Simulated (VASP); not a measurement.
Sr3Zn2H:

```
Sr Zn H
1.0
     6.20145    0.00000    0.00000
    -3.10072    5.37061    0.00000
     0.00000    0.00000    4.25106
Sr Zn H
3 2 1
Cartesian
  -1.7068 4.5658 0.0000
  0.0000 1.6096 0.0000
  1.7068 4.5658 0.0000
  0.0000 3.5804 3.0388
  0.0000 3.5804 1.2122
  0.0000 0.0000 0.0000
```

The cell was generated, and may not be a known phase.

| Item | Value |
| --- | --- |
| Program | VASP 6.6.1 |
| Task | relaxation of cell and atoms |
| Functional | PBE |
| Potentials or basis | VASP PAW PBE potentials, release 64 (Sr_sv, Zn, H) |
| Cutoff | 600 eV |
| k mesh | 3 × 3 × 4 |
| Occupations | gaussian, width 0.1 eV |
| Spin | no spin polarisation |

At the start: pressure 49.8 GPa; volume 23.60 Å³/atom.

**Question.** How do energy, volume and symmetry change on relaxing?

**Answer.** Over 19 steps the energy falls by 2923.5 meV/atom and the volume is 55.30 Å³/atom (+134.4 %); space group P-6m2 (No. 187, to 0.1 Å) before and after.

The path:
```csv
step,energy change (eV),largest force (eV/Å),pressure (GPa),volume (Å³)
1,0.0000,2.8863,49.83,141.58
2,-16.6299,1.2728,0.47,350.77
3,-16.6439,1.2326,0.28,357.88
4,-17.0426,0.6272,-0.20,360.84
5,-17.2407,0.1212,-0.65,363.19
6,-17.1446,1.4128,-0.70,364.86
7,-17.2895,0.2383,-0.90,363.98
8,-17.3055,0.4479,-0.94,364.68
9,-17.3103,0.3454,-0.97,364.35
10,-17.4221,0.6539,-0.13,338.98
11,-17.4288,0.5427,-0.32,343.31
12,-17.4836,0.4238,0.00,332.77
13,-17.4840,0.4570,0.04,331.81
14,-17.5272,0.1914,0.18,326.46
15,-17.5321,0.0710,0.26,323.97
16,-17.5399,0.0674,0.04,329.79
17,-17.5404,0.0858,-0.03,331.79
18,-17.5410,0.0679,-0.02,331.84
19,-17.5411,0.0321,-0.03,331.83
```

Final structure:
```yaml
crystal:
  lattice:
    - [9.09601, 0.00000, 0.00000]
    - [-4.54801, 7.87738, 0.00000]
    - [0.00000, 0.00000, 4.63107]
  atoms:
    - { symbol: Sr, position: [0.14829, 0.85171, 0.00000] }
    - { symbol: Sr, position: [0.14829, 0.29658, 0.00000] }
    - { symbol: Sr, position: [0.70342, 0.85171, 0.00000] }
    - { symbol: Zn, position: [0.33333, 0.66667, 0.74497] }
    - { symbol: Zn, position: [0.33333, 0.66667, 0.25503] }
    - { symbol: H, position: [0.00000, 0.00000, 0.00000] }
```

Caveat: the k points lie up to 0.34 Å⁻¹ apart in the final cell, too coarse for converged energies and pressures of a metal; the volume moved by over 15 % at a fixed basis, so the end points are rough.
